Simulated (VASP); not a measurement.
# Be (Fd-3m) in VASP: vibrations by perturbation theory with PBE

Aim: the vibrations by perturbation theory of Be with PBE.

Everything below comes from runs of VASP 6.6.1. Logs are shortened: lines on timing, memory, paths and dates and some standing lists are left out, and cuts for length are marked.

### 1 The cell of the first run

Symmetry: Fd-3m, No. 227, cubic system. Conventional cell: a = 5.808 Å, b = 5.808 Å, c = 5.808 Å, α = 90.00°, β = 90.00°, γ = 90.00°. Within 3.2 Å of Be (site symmetry -43m) lie 16 Be at 2.41 to 2.51 Å. Be (site symmetry -3m) has 12 Be at 2.05 to 2.41 Å within 2.7 Å.

This isn't the form of Be at room conditions, which is hcp.

### 2 Vibrations by perturbation theory, PBE

Input file INCAR:

```
PREC = Accurate
ENCUT = 520
EDIFF = 1E-8
ISMEAR = -1
SIGMA = 0.15
LREAL = F
LASPH = T
NELM = 100
ALGO = Normal
ISIF = 2
LWAVE = F
LCHARG = F
GGA = PE
NBANDS = 15
IBRION = 8
NSW = 1
```

Input file KPOINTS:

```
regular mesh
0
Gamma
  12 12 12
```

Input file POSCAR:

```
Be
1.0
    0.0000000000      2.9040111003      2.9040111003
    2.9040111003      0.0000000000      2.9040111003
    2.9040111003      2.9040111003      0.0000000000
Be
6
Direct
    0.5000000000      0.5000000000      0.5000000000
    0.7500000000      0.7500000000      0.7500000000
    0.1250000000      0.1250000000      0.1250000000
    0.1250000000      0.1250000000      0.6250000000
    0.1250000000      0.6250000000      0.1250000000
    0.6250000000      0.1250000000      0.1250000000
```

Potentials or basis: VASP PAW PBE potentials, release 64 (Be).

The run is started by

```sh
$ cat potpaw_PBE.64/Be/POTCAR > POTCAR
$ mpirun -np 1 vasp_std > vasp.out
```

OUTCAR:

```text
PREC = Accurate
   ENCUT = 520
   EDIFF = 1E-8
   ISMEAR = -1
   LREAL = F
   LASPH = T
   NELM = 100
   ISIF = 2
   GGA = PE
   IBRION = 8
   NSW = 1

 ion  position               nearest neighbor table
   1  0.500  0.500  0.500-
   2  0.750  0.750  0.750-
   3  0.125  0.125  0.125-   4 2.05   5 2.05   6 2.05   4 2.05   5 2.05   6 2.05
   4  0.125  0.125  0.625-   3 2.05   3 2.05   5 2.05   6 2.05   5 2.05   6 2.05
   5  0.125  0.625  0.125-   3 2.05   4 2.05   3 2.05   4 2.05   6 2.05   6 2.05
   6  0.625  0.125  0.125-   3 2.05   4 2.05   5 2.05   3 2.05   4 2.05   5 2.05

  LATTYP: Found a face centered cubic cell.
 ALAT       =     5.8080222006

  Lattice vectors:

 A1 = (   0.0000000000,   2.9040111003,   2.9040111003)
 A2 = (   2.9040111003,   0.0000000000,   2.9040111003)
 A3 = (   2.9040111003,   2.9040111003,   0.0000000000)

Analysis of symmetry for initial positions (statically):
=====================================================================
 Subroutine PRICEL returns:
 Original cell was already a primitive cell.

 Routine SETGRP: Setting up the symmetry group for a
 face centered cubic supercell.

 Subroutine GETGRP returns: Found 48 space group operations
 (whereof 24 operations were pure point group operations)
 out of a pool of 48 trial point group operations.

The static configuration has the point symmetry T_d .
 The point group associated with its full space group is O_h .

Analysis of symmetry for dynamics (positions and initial velocities):
=====================================================================
 Subroutine PRICEL returns:
 Original cell was already a primitive cell.

 Routine SETGRP: Setting up the symmetry group for a
 face centered cubic supercell.

 Subroutine GETGRP returns: Found 48 space group operations
 (whereof 24 operations were pure point group operations)
 out of a pool of 48 trial point group operations.

The dynamic configuration has the point symmetry T_d .
 The point group associated with its full space group is O_h .

 Subroutine INISYM returns: Found 48 space group operations
 (whereof 24 operations are pure point group operations),
 and found     1 'primitive' translations

----------------------------------------------------------------------------------------

                                     Primitive cell
[... 597 lines left out ...]
  external PRESSURE =       1.2952279 kB  Pullay stress =       0.0000000 kB

 VOLUME and BASIS-vectors are now :
 -----------------------------------------------------------------------------
  energy-cutoff  :      520.00
  volume of cell :       48.98
      direct lattice vectors                 reciprocal lattice vectors
     0.000000000  2.904011100  2.904011100    -0.172175650  0.172175650  0.172175650
     2.904011100  0.000000000  2.904011100     0.172175650 -0.172175650  0.172175650
     2.904011100  2.904011100  0.000000000     0.172175650  0.172175650 -0.172175650

 POSITION                                       TOTAL-FORCE (eV/Angst)
 -----------------------------------------------------------------------------------
      2.90401      2.90401      2.90401        -0.000000     -0.000000     -0.000000
      4.35602      4.35602      4.35602         0.000000      0.000000      0.000000
      0.72600      0.72600      0.72600        -0.000000     -0.000000     -0.000000
      2.17801      2.17801      0.72600         0.000000     -0.000000      0.000000
      2.17801      0.72600      2.17801        -0.000000     -0.000000     -0.000000
      0.72600      2.17801      2.17801        -0.000000     -0.000000      0.000000
 -----------------------------------------------------------------------------------
    total drift:                                0.000000      0.000000      0.000000

  FREE ENERGIE OF THE ION-ELECTRON SYSTEM (eV)
  ---------------------------------------------------
  free  energy   TOTEN  =       -22.2520172454 eV

  energy  without entropy=      -22.1974587350  energy(sigma->0) =      -22.22473799

[... ionic steps 2 to 9 ...]

--------------------------------------- Ionic step       10  -------------------------------------------

 Free energy of the ion-electron system (eV)
  ---------------------------------------------------
  ---------------------------------------------------
  free energy    TOTEN  =        -0.01174653 eV

  energy without entropy =       -0.01174653

------------------------ aborting loop because EDIFF is reached ----------------------------------------

 INTERNAL STRAIN TENSOR  FOR ION    3  DIRECTION 1   (eV/Angst):
 -----------------------------------------------------------------------------
     0.00959  0.00437  0.00437
     0.00437 -0.00475 -0.00247
     0.00437 -0.00247 -0.00475

 INTERNAL STRAIN TENSOR FOR ION    6 for displacements in x,y,z  (eV/Angst):
          X           Y           Z          XY          YZ          ZX
  --------------------------------------------------------------------------------
  x     0.00000    -0.00000    -0.00000     0.00000     0.00000     0.00000
  y     0.00000     0.00000     0.00000    -0.00000     0.00000     0.00000
  z     0.00000     0.00000     0.00000     0.00000     0.00000    -0.00000

 SECOND DERIVATIVES (NOT SYMMETRIZED)
 ------------------------------------
               1X          1Y          1Z          2X          2Y          2Z          3X          3Y          3Z          4X          4Y          4Z          5X          5Y          5Z          6X          6Y          6Z
  1X    -3.849951    0.000000    0.000000   -0.097038    0.000000    0.000000    0.986747    0.147986    0.147986    0.986747    0.147986   -0.147986    0.986747   -0.147986    0.147986    0.986747   -0.147986   -0.147986
  1Y     0.000000   -3.849951    0.000000    0.000000   -0.097038    0.000000    0.147986    0.986747    0.147986    0.147986    0.986747   -0.147986   -0.147986    0.986747   -0.147986   -0.147986    0.986747    0.147986
  1Z     0.000000    0.000000   -3.849951    0.000000    0.000000   -0.097038    0.147986    0.147986    0.986747   -0.147986   -0.147986    0.986747    0.147986   -0.147986    0.986747   -0.147986    0.147986    0.986747
  2X    -0.097038    0.000000    0.000000   -3.849951    0.000000    0.000000    0.986747    0.147986    0.147986    0.986747    0.147986   -0.147986    0.986747   -0.147986    0.147986    0.986747   -0.147986   -0.147986
  2Y     0.000000   -0.097038    0.000000    0.000000   -3.849951    0.000000    0.147986    0.986747    0.147986    0.147986    0.986747   -0.147986   -0.147986    0.986747   -0.147986   -0.147986    0.986747    0.147986
  2Z     0.000000    0.000000   -0.097038    0.000000    0.000000   -3.849951    0.147986    0.147986    0.986747   -0.147986   -0.147986    0.986747    0.147986   -0.147986    0.986747   -0.147986    0.147986    0.986747
  3X     0.986790    0.147945    0.147945    0.986790    0.147945    0.147945  -10.885998   -4.086558   -4.086558    4.096096    3.790550    0.388675    4.096096    0.388675    3.790550    0.720226   -0.388557   -0.388557
  3Y     0.147945    0.986790    0.147945    0.147945    0.986790    0.147945   -4.086558  -10.885998   -4.086558    3.790550    4.096096    0.388675   -0.388557    0.720226   -0.388557    0.388675    4.096096    3.790550
  3Z     0.147945    0.147945    0.986790    0.147945    0.147945    0.986790   -4.086558   -4.086558  -10.885998   -0.388557   -0.388557    0.720226    3.790550    0.388675    4.096096    0.388675    3.790550    4.096096
  4X     0.986790    0.147945   -0.147945    0.986790    0.147945   -0.147945    4.096096    3.790550   -0.388675  -10.885998   -4.086558    4.086558    0.720226   -0.388557    0.388557    4.096096    0.388675   -3.790550
  4Y     0.147945    0.986790   -0.147945    0.147945    0.986790   -0.147945    3.790550    4.096096   -0.388675   -4.086558  -10.885998    4.086558    0.388675    4.096096   -3.790550   -0.388557    0.720226    0.388557
  4Z    -0.147945   -0.147945    0.986790   -0.147945   -0.147945    0.986790    0.388557    0.388557    0.720226    4.086558    4.086558  -10.885998   -0.388675   -3.790550    4.096096   -3.790550   -0.388675    4.096096
  5X     0.986790   -0.147945    0.147945    0.986790   -0.147945    0.147945    4.096096   -0.388675    3.790550    0.720226    0.388557   -0.388557  -10.885998    4.086558   -4.086558    4.096096   -3.790550    0.388675
  5Y    -0.147945    0.986790   -0.147945   -0.147945    0.986790   -0.147945    0.388557    0.720226    0.388557   -0.388675    4.096096   -3.790550    4.086558  -10.885998    4.086558   -3.790550    4.096096   -0.388675
  5Z     0.147945   -0.147945    0.986790    0.147945   -0.147945    0.986790    3.790550   -0.388675    4.096096    0.388675   -3.790550    4.096096   -4.086558    4.086558  -10.885998   -0.388557    0.388557    0.720226
  6X     0.986790   -0.147945   -0.147945    0.986790   -0.147945   -0.147945    0.720226    0.388557    0.388557    4.096096   -0.388675   -3.790550    4.096096   -3.790550   -0.388675  -10.885998    4.086558    4.086558
  6Y    -0.147945    0.986790    0.147945   -0.147945    0.986790    0.147945   -0.388675    4.096096    3.790550    0.388557    0.720226   -0.388557   -3.790550    4.096096    0.388675    4.086558  -10.885998   -4.086558
  6Z    -0.147945    0.147945    0.986790   -0.147945    0.147945    0.986790   -0.388675    3.790550    4.096096   -3.790550    0.388675    4.096096    0.388557   -0.388557    0.720226    4.086558   -4.086558  -10.885998

 Eigenvectors and eigenvalues of the dynamical matrix
 ----------------------------------------------------

   1 f  =   29.712760 THz   186.690777 2PiTHz  991.110990 cm-1   122.882046 meV
             X         Y         Z           dx          dy          dz
      2.904011  2.904011  2.904011    -0.000000    0.000000   -0.000000
      4.356017  4.356017  4.356017     0.000000    0.000000   -0.000000
      0.726003  0.726003  0.726003     0.288675    0.288675    0.288675
      2.178008  2.178008  0.726003    -0.288675   -0.288675    0.288675
      2.178008  0.726003  2.178008    -0.288675    0.288675   -0.288675
      0.726003  2.178008  2.178008     0.288675   -0.288675   -0.288675
[... 145 lines left out ...]
  18 f/i=    0.000162 THz     0.001018 2PiTHz    0.005405 cm-1     0.000670 meV
             X         Y         Z           dx          dy          dz
      2.904011  2.904011  2.904011     0.093432    0.096071   -0.385632
      4.356017  4.356017  4.356017     0.093432    0.096071   -0.385632
      0.726003  0.726003  0.726003     0.093431    0.096070   -0.385625
      2.178008  2.178008  0.726003     0.093428    0.096067   -0.385623
      2.178008  0.726003  2.178008     0.093431    0.096068   -0.385624
      0.726003  2.178008  2.178008     0.093429    0.096071   -0.385624

--------------------------------------------------------------------------------------------------------

 ELASTIC MODULI CONTR FROM IONIC RELAXATION (kBar)
 Direction    XX          YY          ZZ          XY          YZ          ZX
 --------------------------------------------------------------------------------
 XX          -0.0000     -0.0000     -0.0000      0.0000     -0.0000      0.0000
 YY          -0.0000     -0.0000     -0.0000     -0.0000      0.0000      0.0000
 ZZ          -0.0000     -0.0000     -0.0000      0.0000      0.0000      0.0000
 XY           0.0000      0.0000      0.0000    -79.3100      0.0000      0.0000
 YZ          -0.0000      0.0000      0.0000      0.0000    -79.3100     -0.0000
 ZX           0.0000      0.0000      0.0000      0.0000     -0.0000    -79.3100
 --------------------------------------------------------------------------------
```

Run time: 15 min. Hardware: 1 thread of Oxide Virtual Turin-like, shared host; peak memory 0.67 GiB.

Results:

```
Highest phonon frequency at Γ : 991 cm⁻¹
```

Phonon frequencies in cm⁻¹ (negative: imaginary):
| q point | frequencies |
| --- | --- |
| (0.000, 0.000, 0.000) | 0 0 0 298 298 298 336 336 336 421 421 421 583 583 783 783 783 991 |
